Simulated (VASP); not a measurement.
**Si2Mo: electric field gradients with LDA**

Crystal: Si2Mo.

```xyz
3
Lattice="-1.6000 1.6000 3.9305 1.6000 -1.6000 3.9305 1.6000 1.6000 -3.9305" Properties=species:S:1:pos:R:3 pbc="T T T"
Si    0.0000    0.0000    2.6329
Si    0.0000    0.0000    5.2281
Mo    0.0000    0.0000    0.0000
```

```
Program                : VASP 6.6.1
Task                   : electric field gradients
Functional             : LDA
Potentials or basis    : VASP PAW LDA potentials, release 64 (Si, Mo_sv)
Cutoff                 : 520 eV
k mesh                 : 20 × 20 × 20
Occupations            : fermi-dirac, width 0.05 eV
Spin                   : no spin polarisation
Dipole correction      : no
Further INCAR settings : ALGO = Normal; EDIFF = 1e-08; NBANDS = 18
```

The pressure is -5.3 GPa. The largest force is 0.103 eV/Å and the band gap on the k mesh is zero (bands 11 and 12 overlap by 0.94 eV). The largest electric field gradient by atom is Si -11.1; Mo -58.7 V/Å².

Forces on the atoms (eV/Å):
```
Si   0.000  0.000  0.103
Si   0.000  0.000 -0.103
Mo   0.000  0.000  0.000
```

Stress tensor (GPa, compression positive):
```
-4.72  0.00  0.00
 0.00 -4.72  0.00
 0.00  0.00 -6.43
```

Levels at points of the mesh, in eV from the Fermi level:
| k point | band 7 | band 8 | band 9 | band 10 | band 11 | band 12 | band 13 | band 14 | band 15 | band 16 |
| --- | --- | --- | --- | --- | --- | --- | --- | --- | --- | --- |
| (0.00, 0.00, 0.00) | -3.44 | -3.07 | -2.59 | -2.59 | 0.40 | 3.13 | 3.27 | 3.54 | 3.54 | 4.06 |
| (0.50, 0.00, 0.00) | -4.94 | -4.43 | -2.58 | -2.55 | -0.49 | 2.24 | 3.10 | 4.01 | 4.17 | 5.54 |
| (0.50, 0.50, 0.00) | -5.57 | -5.19 | -4.41 | -3.05 | -1.15 | 2.29 | 2.69 | 3.09 | 3.33 | 4.81 |
| (0.50, 0.50, 0.50) | -3.53 | -2.19 | -0.58 | -0.58 | -0.44 | -0.44 | 0.53 | 4.64 | 5.01 | 6.07 |

Electric field gradients, principal values (V/Å²):
```csv
atom,least,middle,greatest (by size)
1 Si,5.540,5.540,-11.080
2 Si,5.540,5.540,-11.080
3 Mo,29.372,29.374,-58.747
```

It took 8.9 min on 1 thread of Intel(R) Xeon(R) Platinum 8259CL CPU @ 2.50GHz (Skylake/Cascade Lake), on a shared host, peak memory 0.52 GiB.

Caveat: the cell stands under tension; without QUAD_EFG the Cq values of the log hold for a quadrupole moment of 1 mb, not for the nuclei.
